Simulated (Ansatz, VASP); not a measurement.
One calculation of Se, two programs

The input INCAR:

```
SYSTEM = Se
PREC     = Accurate       ! precision mode
ENCUT    = 500            ! plane-wave cutoff, eV
EDIFF    = 1E-6           ! SCF threshold, eV
ISMEAR   = -1             ! smearing method
SIGMA    = 0.1            ! smearing width, eV
LREAL    = .False.        ! projectors in reciprocal space
LASPH    = .True.         ! aspherical terms in the spheres
NELM     = 120            ! most SCF steps
ALGO     = Normal         ! electronic algorithm
ISIF     = 2              ! what is computed and relaxed
LWAVE    = .False.        ! write WAVECAR
LCHARG   = .True.         ! write CHGCAR
GGA      = PS             ! functional
LELF     = .True.         ! ELF
LVHAR    = .True.       
NBANDS   = 13             ! bands
GGA_COMPAT= .False.
```

Contents of KPOINTS:

```
regular mesh
0
Gamma
  10 10 10
  0 0 0
```

File POSCAR:

```
Se
1.0
    0.0000000000      3.0699271134      3.0699271134
    3.0699271134      0.0000000000      3.0699271134
    3.0699271134      3.0699271134      0.0000000000
Se
2
Direct
    0.1250000000      0.1250000000      0.1250000000
    0.8750000000      0.8750000000      0.8750000000
```

Input for Ansatz:

```yaml
crystal:
  lattice:
    - [0.0, 3.0699271134, 3.0699271134]
    - [3.0699271134, 0.0, 3.0699271134]
    - [3.0699271134, 3.0699271134, 0.0]
  atoms:
    - { symbol: Se, position: [0.125, 0.125, 0.125] }
    - { symbol: Se, position: [0.875, 0.875, 0.875] }
hamiltonian:
  xc: pbesol
  pseudopotentials:
    kind: paw
    azcp:
      Se: "pseudopotentials/Se.paw.azcp"
basis:
  ecutwfc: 420
  fft_grid_basis: typed
kpoints:
  mp_grid: { grid: [10, 10, 10], shift: [0, 0, 0] }
magnetization:
  spin_polarized: false
scf:
  occupations: { method: fermi_dirac, width: 0.1 }
  lower_state_search: "off"
output:
  stress: true
```

Alike in both runs: task single point; functional PBEsol; k mesh 10 × 10 × 10; occupations fermi-dirac, width 0.1 eV; no spin polarisation.

|  | VASP | Ansatz |
| --- | --- | --- |
| version | VASP 6.6.1 | Ansatz 0.2.0 |
| potentials or method | VASP PAW PBE potentials, release 64 (Se), cutoff 500 eV | plane waves (420 eV) with PAW, scalar-relativistic |
| valence electrons in the cell | 12 | 32 |

Ansatz gave:

| Item | Value |
| --- | --- |
| pressure (GPa) | 1.9 |

Task: Estimate VASP's values.

Result: Pressure (GPa): 2.0.

VASP's potentials were made for PBE, not for PBEsol, and Ansatz warns of the same on its side. VASP's potentials hold 12 valence electrons a cell and Ansatz's 32, so a difference there can come from the potentials and not from the codes.
